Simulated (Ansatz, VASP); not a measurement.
## In in VASP and in Ansatz

Contents of INCAR:

```
SYSTEM = In
PREC     = Accurate       ! precision mode
ENCUT    = 520            ! plane-wave cutoff, eV
EDIFF    = 1E-6           ! SCF threshold, eV
ISMEAR   = -1             ! smearing method
SIGMA    = 0.05           ! smearing width, eV
LREAL    = .FALSE.        ! projectors in reciprocal space
LASPH    = .TRUE.         ! aspherical terms in the spheres
NELM     = 80             ! most SCF steps
ALGO     = Normal         ! electronic algorithm
ISIF     = 2              ! what is computed and relaxed
LWAVE    = .FALSE.        ! write WAVECAR
LCHARG   = .FALSE.        ! write CHGCAR
NBANDS   = 12             ! bands
```

KPOINTS

```
Automatic mesh
0
G
  14 14 14
  0 0 0
```

File POSCAR:

```
In
1.0
   -1.6586730000      1.6586730000      2.4739500000
    1.6586730000     -1.6586730000      2.4739500000
    1.6586730000      1.6586730000     -2.4739500000
In
1
Direct
    0.0000000000      0.0000000000      0.0000000000
```

Input for Ansatz:

```yaml
crystal:
  lattice:
    - [-1.658673, 1.658673, 2.47395]
    - [1.658673, -1.658673, 2.47395]
    - [1.658673, 1.658673, -2.47395]
  atoms:
    - { symbol: In, position: [0.0, 0.0, 0.0] }
kpoints:
  mp_grid: { grid: [14, 14, 14] }
  band_path:
    path:
      - [0.0, 0.0, 0.0]
      - [0.0, 0.0, 0.5]
      - [0.25, 0.25, 0.25]
      - [0.0, 0.5, 0.0]
      - [0.0, 0.0, 0.0]
      - [0.5, 0.5, -0.5]
      - [0.3623775923, 0.6376224077, -0.3623775923]
      - [-0.3623775923, 0.3623775923, 0.3623775923]
      - [0.0, 0.0, 0.0]
    npoints: 5
scf:
  occupations: { method: fermi_dirac, width: 0.05 }
hamiltonian:
  xc: lda
  pseudopotentials: { kind: all_electron, lapw: { basis_error: 0.0005 } }
output:
  forces: true
  stress: true
  eigenvalues: true
```

Change from the starting cell: equal xx and yy strain of +2 %.

Alike in both runs: task single point; functional LDA; k mesh 14 × 14 × 14; occupations fermi-dirac, width 0.05 eV; no spin polarisation.

|  | VASP | Ansatz |
| --- | --- | --- |
| version | VASP 6.6.1 | Ansatz 0.2.0 |
| potentials or method | VASP PAW LDA potentials, release 64 (In_d), cutoff 520 eV | all-electron LAPW, scalar-relativistic |

|  | VASP | Ansatz | Ansatz less VASP |
| --- | --- | --- | --- |
| pressure (GPa) | -4.0 | -3.9 | +0.02 |
| traceless stress, the component that is largest in VASP (GPa) | 0.43 | 0.43 | +0.002 |

LDA's correlation is that of Perdew and Zunger in VASP and of Perdew and Wang (1992) in Ansatz. Ansatz ran all-electron here, and VASP with PAW potentials.
